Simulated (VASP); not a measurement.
Runs of VASP 6.6.1 on HfO2. The structure is that of space group P4_2/mnm (No. 136), or close to it. The cells are those of the table. 

```csv
task,level,cell,cutoff (eV),gap on the mesh (eV),pressure (GPa),relaxed volume (Å³/atom),largest force (eV/Å)
relaxation of cell and atoms,BLYP+D3(BJ),"relaxed from a = 4.814, b = 4.814, c = 3.205 Å, 6 atoms",600,3.92,0.1,12.64,0.01
single point,PBEsol,"a = 4.830, b = 4.830, c = 3.210 Å, 6 atoms",520,(b),-2.7,-,0.05
single point,r2SCAN+D4,"a = 4.830, b = 4.830, c = 3.217 Å, 6 atoms",520,(c),(a),-,0.05
single point,BLYP+D3(BJ),"a = 4.865, b = 4.865, c = 3.238 Å, 6 atoms",520,3.87,-2.1,-,0.04
relaxation of cell and atoms,PBEsol,"relaxed from a = 4.814, b = 4.814, c = 3.205 Å, 6 atoms",600,3.89,0.0,(d),-
```

Alike in all rows: potentials or basis VASP PAW PBE potentials, release 64 (Hf_pv, O); no spin polarisation; k mesh 6 × 6 × 8; smearing fermi-dirac 0.02 eV.

Q: Fill in the values left out.

A: (a) -3.2; (b) 3.84; (c) 4.49; (d) 12.32.

Caveats: the PAW data sets were made with another functional, which shifts forces and pressure a little; spin-orbit coupling is left out, which moves the levels of the heavy elements.

A k mesh can miss the band edges, and the runs leave out spin-orbit coupling on Hf.
